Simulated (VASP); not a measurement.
# BN (Imm2) in VASP: notebook, part 2 of 2

VASP 6.6.1. Earlier steps stand in the parts before.

### Step 5. Single point, PBE (strain +0.0150 x Voigt [0, 0, 0, 0, 0, 1])

INCAR

```
  PREC = Accurate
  ENCUT = 520
  EDIFF = 1E-6
  ISMEAR = 0
  SIGMA = 0.05
  LREAL = F
  LASPH = T
  NELM = 60
  ALGO = Normal
  ISIF = 2
  LWAVE = F
  LCHARG = F
  GGA = PE
  NBANDS = 11
```

KPOINTS

```
Automatic mesh
0
Gamma
  12 12 12
```

POSCAR

```
BN
1.0
    0.0135926138      1.8123485119      1.8123485119
    1.8123485119      0.0135926138      1.8123485119
    1.8259411257      1.8259411257      0.0000000000
B N
1 1
Direct
    0.0000000000      0.0000000000      0.0000000000
    0.7500000000      0.7500000000      0.7500000000
```

Potentials or basis: VASP PAW PBE potentials, release 64 (B, N).

On the command line:

```bash
$ cat potpaw_PBE.64/B/POTCAR potpaw_PBE.64/N/POTCAR > POTCAR
$ mpirun -np 1 vasp_std > vasp.out
```

OUTCAR:

```text
PREC = Accurate
   ENCUT = 520
   EDIFF = 1E-6
   ISMEAR = 0
   LREAL = F
   LASPH = T
   NELM = 60
   ISIF = 2
   GGA = PE

 ion  position               nearest neighbor table
   1  0.000  0.000  0.000-   2 1.56   2 1.56   2 1.58   2 1.58
   2  0.750  0.750  0.750-   1 1.56   1 1.56   1 1.58   1 1.58

  LATTYP: Found a body centered orthorhombic cell.
 ALAT       =     2.5438249865
 B/A-ratio  =     1.0151133501
 C/A-ratio  =     1.4249003147

  Lattice vectors:

 A1 = (   1.8123485119,   0.0135926138,  -1.8123485119)
 A2 = (  -1.8123485119,  -0.0135926138,  -1.8123485119)
 A3 = (   0.0135926138,   1.8123485119,   1.8123485119)

Analysis of symmetry for initial positions (statically):
=====================================================================
 Subroutine PRICEL returns:
 Original cell was already a primitive cell.

 Routine SETGRP: Setting up the symmetry group for a
 body centered orthorhombic supercell.

 Subroutine GETGRP returns: Found  4 space group operations
 (whereof  4 operations were pure point group operations)
 out of a pool of  8 trial point group operations.

The static configuration has the point symmetry C_2v.

Analysis of symmetry for dynamics (positions and initial velocities):
=====================================================================
 Subroutine PRICEL returns:
 Original cell was already a primitive cell.

 Routine SETGRP: Setting up the symmetry group for a
 body centered orthorhombic supercell.

 Subroutine GETGRP returns: Found  4 space group operations
 (whereof  4 operations were pure point group operations)
 out of a pool of  8 trial point group operations.

The dynamic configuration has the point symmetry C_2v.

 Subroutine INISYM returns: Found  4 space group operations
 (whereof  4 operations are pure point group operations),
 and found     1 'primitive' translations

----------------------------------------------------------------------------------------

                                     Primitive cell

  volume of cell :      11.9050

  direct lattice vectors                    reciprocal lattice vectors
     0.013592614  1.812348512  1.812348512    -0.277969902  0.277969902  0.275885127
     1.812348512  0.013592614  1.812348512     0.277969902 -0.277969902  0.275885127
     1.825941126  1.825941126  0.000000000     0.273831392  0.273831392 -0.275885127

  length of vectors
     2.563083888  2.563083888  2.582270704     0.480257364  0.480257364  0.475478565

  position of ions in fractional coordinates (direct lattice)
     0.000000000  0.000000000  0.000000000
     0.750000000  0.750000000  0.750000000

  ion indices of the primitive-cell ions
   primitive index   ion index
                 1           1
                 2           2

----------------------------------------------------------------------------------------

 KPOINTS: Automatic mesh

Automatic generation of k-mesh.
 Grid dimensions read from file:
 generate k-points for:   12   12   12

 Generating k-lattice:

  Cartesian coordinates                     Fractional coordinates (reciprocal lattice)
    -0.023164158  0.023164158  0.022990427     0.083333333 -0.000000000  0.000000000
     0.023164158 -0.023164158  0.022990427    -0.000000000  0.083333333  0.000000000
     0.022819283  0.022819283 -0.022990427     0.000000000  0.000000000  0.083333333
[... 40 lines left out ...]
   number of dos      NEDOS =    301   number of ions     NIONS =      2
   total plane-waves  NPLWV =   8000
   dimension x,y,z NGX =    20 NGY =   20 NGZ =   20
   dimension x,y,z NGXF=    40 NGYF=   40 NGZF=   40
   ions per type =               1   1
   NGX,Y,Z   is equivalent  to a cutoff of  12.97, 12.97, 12.88 a.u.
   NGXF,Y,Z  is equivalent  to a cutoff of  25.94, 25.94, 25.75 a.u.
 SYSTEM =  unknown system
   PREC   = accura    normal or accurate (medium, high low for compatibility)
   ISTART =      0    job   : 0-new  1-cont  2-samecut
   ICHARG =      2    charge: 1-file 2-atom 10-const
   ISPIN  =      1    spin polarized calculation?
   LNONCOLLINEAR =      F non collinear calculations
   LSORBIT =      F    spin-orbit coupling
   LASPH  =      T    aspherical Exc in radial PAW
   ENCUT  =  520.0 eV  38.22 Ry    6.18 a.u.   4.77  4.77  4.80*2*pi/ulx,y,z
   NELM   =     60;   NELMIN=  2; NELMDL= -5     # of ELM steps
   EDIFF  = 0.1E-05   stopping-criterion for ELM
   LREAL  =      F    real-space projection
   EDIFFG = 0.1E-04   stopping-criterion for IOM
   NSW    =      0    number of steps for IOM
   IBRION =     -1    ionic relax: 0-MD 1-quasi-New 2-CG
   NFREE  =      0    steps in history (QN), initial steepest desc. (CG)
   ISIF   =      2    stress and relaxation
   ISYM   =      2    0-nonsym 1-usesym 2-fastsym
   POTIM  = 0.5000    time-step for ionic-motion
   TEBEG  =    0.0;   TEEND  =   0.0 temperature during run
   PSTRESS=    0.0 pullay stress
   NELECT =       8.0000    total number of electrons
   NUPDOWN=      -1.0000    fix difference up-down
   EMIN   =  10.00;   EMAX   =-10.00  energy-range for DOS
   EFERMI =   0.00;   METHOD = LEGACY
   ISMEAR =     0;   SIGMA  =   0.05  broadening in eV -4-tet -1-fermi 0-gaus
   EFERMI_NEDOS =   21; number of points for ismear=-14 and -15
   IALGO  =     38    algorithm
   IMIX   =      4    mixing-type and parameters
     AMIX     =   0.40;   BMIX     =  1.00
     AMIX_MAG =   1.60;   BMIX_MAG =  1.00
  volume/ion in A,a.u.               =       5.95        40.17
  Fermi-wavevector in a.u.,A,eV,Ry     =   1.433930  2.709735 27.975687  2.056155
  Thomas-Fermi vector in A             =   2.553394
   LORBIT       =      0    0 simple, 1 ext, 2 COOP (PROOUT), +10 PAW based schemes
   GGA     = PE    functional components
   LHFCALC =     F    Hartree Fock is set to
   AEXX    =    0.0000 exact exchange contribution
   IVDW    =     0    specifies the selected vdW correction
   LEPSILON=     F    determine dielectric tensor
   LRPA    =     F    only Hartree local field effects (RPA)
 non-spin polarized calculation
 Gauss-broadening in eV      SIGMA  =   0.05
  energy-cutoff  :      520.00
  volume of cell :       11.91
 maximum number of plane-waves:       332
   NGX =  9   NGY =  9   NGZ =  9

 number of electron       7.9999999 magnetization

 Free energy of the ion-electron system (eV)
  ---------------------------------------------------
  ext. energy  EPLUGINS =         0.00000000
  ---------------------------------------------------
  free energy    TOTEN  =       -17.44727100 eV

  energy without entropy =      -17.44727100  energy(sigma->0) =      -17.44727100

 E-fermi :   7.5964     XC(G=0): -12.7826

 val. band max:        7.3341046842   @ k =   0.0000   0.0000   0.0000
 cond. band min:      11.7422400233   @ k =   0.5000   0.5000   0.0000
 fundamental gap:      4.4081353391
 Fermi energy:         7.5963939248

 k-point     1 :       0.0000    0.0000    0.0000
  band No.  band energies     occupation
      1     -12.8359      2.00000
      2       7.2772      2.00000
      3       7.3023      2.00000
      4       7.3341      2.00000
      5      15.8887      0.00000
      6      16.0261      0.00000
      7      16.2881      0.00000
      8      17.5885      0.00000
      9      31.9071      0.00000
     10      34.9755      0.00000
     11      34.9827      0.00000
[... 309 lines left out ...]
 k-point    24 :      -0.4167    0.1667    0.0000
  band No.  band energies     occupation
      1      -8.2289      2.00000
      2      -2.6116      2.00000
      3       3.1785      2.00000
      4       4.6931      2.00000
      5      16.4346      0.00000
      6      19.3555      0.00000
      7      19.3568      0.00000
      8      23.0124      0.00000
      9      28.3611      0.00000
     10      32.3608      0.00000
     11      33.9081      0.00000

 [... further k-points ...]

------------------------ aborting loop because EDIFF is reached ----------------------------------------

  FORCE on cell =-STRESS in cart. coord.  units (eV):
  Direction    XX          YY          ZZ          XY          YZ          ZX
  --------------------------------------------------------------------------------------
  -------------------------------------------------------------------------------------
  Total        0.0283084      0.0283084      0.0202600     -0.4971560      0.0000000      0.0000000
  in kB        3.8097431      3.8097431      2.7265838    -66.9071499      0.0000000      0.0000000
  external PRESSURE =       3.4486900 kB  Pullay stress =       0.0000000 kB

 VOLUME and BASIS-vectors are now :
 -----------------------------------------------------------------------------
  energy-cutoff  :      520.00
  volume of cell :       11.91
      direct lattice vectors                 reciprocal lattice vectors
     0.013592614  1.812348512  1.812348512    -0.277969902  0.277969902  0.275885127
     1.812348512  0.013592614  1.812348512     0.277969902 -0.277969902  0.275885127
     1.825941126  1.825941126  0.000000000     0.273831392  0.273831392 -0.275885127

 POSITION                                       TOTAL-FORCE (eV/Angst)
 -----------------------------------------------------------------------------------
      0.00000      0.00000      0.00000        -0.000000     -0.000000     -0.022622
      2.73891      2.73891      2.71852         0.000000      0.000000      0.022622
 -----------------------------------------------------------------------------------
    total drift:                               -0.000000     -0.000000      0.000000

  FREE ENERGIE OF THE ION-ELECTRON SYSTEM (eV)
  ---------------------------------------------------
  free  energy   TOTEN  =       -17.4472710016 eV

  energy  without entropy=      -17.4472710016  energy(sigma->0) =      -17.44727100
```

stdout:

```text
POSCAR found type information on POSCAR B N
 POSCAR found :  2 types and       2 ions
 scaLAPACK will be used
 LDA part: xc-table for (Slater+PW92), standard interpolation
 POSCAR, INCAR and KPOINTS ok, starting setup
 FFT: planning ... GRIDC
 FFT: planning ... GRID_SOFT
 FFT: planning ... GRID
 WAVECAR not read
 entering main loop
```

It took 48 s on 1 thread of Intel Xeon 8259CL, shared host; peak memory 0.15 GiB.

Results:

```
Free energy            : -17.4473 eV
Pressure               : 0.3 GPa
Largest force          : 0.023 eV/Å
Band gap on the k mesh : 4.41 eV (least direct gap 8.55 eV)
```

Forces on the atoms (eV/Å):
```
B    0.000  0.000 -0.023
N    0.000  0.000  0.023
```

Stress tensor (GPa, compression positive):
```
 0.38 -6.69  0.00
-6.69  0.38  0.00
 0.00  0.00  0.27
```

Caveat: the cell differs from its parent crystal (strain +0.0150 x Voigt [0, 0, 0, 0, 0, 1]). A k mesh can miss the band edges.

### Step 6. Single point, PBE (strain +0.0525 x Voigt [0, 0, 0, 0, 0, 1])

INCAR

```
SYSTEM = BN
ALGO = Normal ; EDIFF = 1E-6
ENCUT = 520 ; GGA = PE
ISIF = 2 ; ISMEAR = 0
LASPH = .True. ; LCHARG = .False.
LREAL = .False. ; LWAVE = .False.
NBANDS = 11 ; NELM = 80
PREC = Accurate ; SIGMA = 0.05
```

KPOINTS

```
k-points
0
Gamma
  12 12 12
  0 0 0
```

POSCAR

```
BN
1.0
    0.0475741484      1.8123485119      1.8123485119
    1.8123485119      0.0475741484      1.8123485119
    1.8599226603      1.8599226603      0.0000000000
B N
1 1
Direct
    0.0000000000      0.0000000000      0.0000000000
    0.7500000000      0.7500000000      0.7500000000
```

Potentials or basis: VASP PAW PBE potentials, release 64 (B, N).

On the command line:

```bash
$ cat potpaw_PBE.64/B/POTCAR potpaw_PBE.64/N/POTCAR > POTCAR
$ mpirun -np 1 vasp_std > vasp.out
```

Wall time 45 s (1 thread of Intel Xeon 8259CL, shared host); peak memory 0.15 GiB.

The run converged. Its results:

```yaml
Free_energy: -17.4052 eV
Pressure: 1.5 GPa
Largest_force: 0.082 eV/Å
Band_gap_on_the_k_mesh: 4.18 eV (least direct gap 7.99 eV)
```

Forces on the atoms (eV/Å):
```
B    0.000  0.000 -0.082
N    0.000  0.000  0.082
```

Stress tensor (GPa, compression positive):
```
  1.94 -23.48   0.00
-23.48   1.94   0.00
  0.00   0.00   0.61
```

Levels at points of the mesh, in eV from the valence-band top:
| k point | band 1 | band 2 | band 3 | band 4 | band 5 | band 6 | band 7 | band 8 | band 9 |
| --- | --- | --- | --- | --- | --- | --- | --- | --- | --- |
| (0.00, 0.00, 0.00) | -20.26 | -0.20 | -0.14 | 0.00 | 7.99 | 8.12 | 9.39 | 10.71 | 24.50 |
| (0.50, 0.00, 0.00) | -15.86 | -10.67 | -2.28 | -2.18 | 9.33 | 10.01 | 10.87 | 15.14 | 23.04 |
| (0.50, 0.50, 0.00) | -14.75 | -8.98 | -5.44 | -4.48 | 4.18 | 9.31 | 17.64 | 17.78 | 20.51 |
| (0.00, 0.00, 0.50) | -16.30 | -10.79 | -1.84 | -1.82 | 9.86 | 10.90 | 11.15 | 14.99 | 23.27 |
| (0.50, 0.00, 0.50) | -14.72 | -8.99 | -4.97 | -4.96 | 4.34 | 9.09 | 17.42 | 17.61 | 20.84 |

Caveat: the cell differs from its parent crystal (strain +0.0525 x Voigt [0, 0, 0, 0, 0, 1]).

### Step 7. The runs side by side

```tsv
cell	gap on the mesh (eV)	pressure (GPa)	largest force (eV/Å)
a = 2.564, b = 2.564, c = 2.486 Å, angles 61.0, 61.0, 62.0°, 2 atoms	4.12	1.9	0.09
a = 2.563, b = 2.563, c = 2.621 Å, angles 59.3, 59.3, 58.5°, 2 atoms	4.24	1.2	0.07
a = 2.563, b = 2.563, c = 2.525 Å, angles 60.5, 60.5, 61.0°, 2 atoms	4.34	0.7	0.05
a = 2.563, b = 2.563, c = 2.582 Å, angles 59.8, 59.8, 59.5°, 2 atoms	4.41	0.3	0.02
a = 2.563, b = 2.563, c = 2.630 Å, angles 59.1, 59.1, 58.3°, 2 atoms	4.18	1.5	0.08
```

Alike in all rows: task single point; level PBE; potentials or basis VASP PAW PBE potentials, release 64 (B, N); no spin polarisation; k mesh 12 × 12 × 12; cutoff (eV) 520; smearing gaussian 0.05 eV.

Total energies depend on the potentials used, so only differences within one code and one set of settings carry meaning.
